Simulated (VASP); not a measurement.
A run of VASP 6.6.1:

The input INCAR:

```
SYSTEM = HfO2
ALGO = Normal
EDIFF = 1E-6
ENCUT = 520
ISIF = 2
ISMEAR = 0
LASPH = .TRUE.
LCHARG = .TRUE.
LELF = .TRUE.
LREAL = .FALSE.
LVHAR = .TRUE.
LWAVE = .FALSE.
NBANDS = 31
NELM = 80
PREC = Accurate
SIGMA = 0.05
```

File KPOINTS:

```
k-points
0
G
  6 6 8
  0 0 0
```

The input POSCAR:

```
HfO2
1.0
    4.8135329900      0.0000000000      0.0000000000
    0.0000000000      4.8135329900      0.0000000000
    0.0000000000      0.0000000000      3.2054154100
Hf O
2 4
Direct
    0.0000000000      0.0000000000      0.0000000000
    0.5000000000      0.5000000000      0.5000000000
    0.2039508556      0.8140406156      0.5135087858
    0.3050448800      0.3050448800      0.0000000000
    0.6949551200      0.6949551200      0.0000000000
    0.8050448800      0.1949551200      0.5000000000
```

Potentials or basis: VASP PAW LDA potentials, release 64 (Hf_pv, O).

Run with:

```console
$ cat potpaw_LDA.64/Hf_pv/POTCAR potpaw_LDA.64/O/POTCAR > POTCAR
$ mpirun -np 1 vasp_std > vasp.out
```

Hardware: 1 thread of Oxide Virtual Turin-like Processor (shared host).

Q: How long does it take, and how much memory?

A: Run time: 6.6 min on 1 thread of Oxide Virtual Turin-like Processor (shared host), peak memory 0.32 GiB. Counts: scf iterations 13, k points 148.
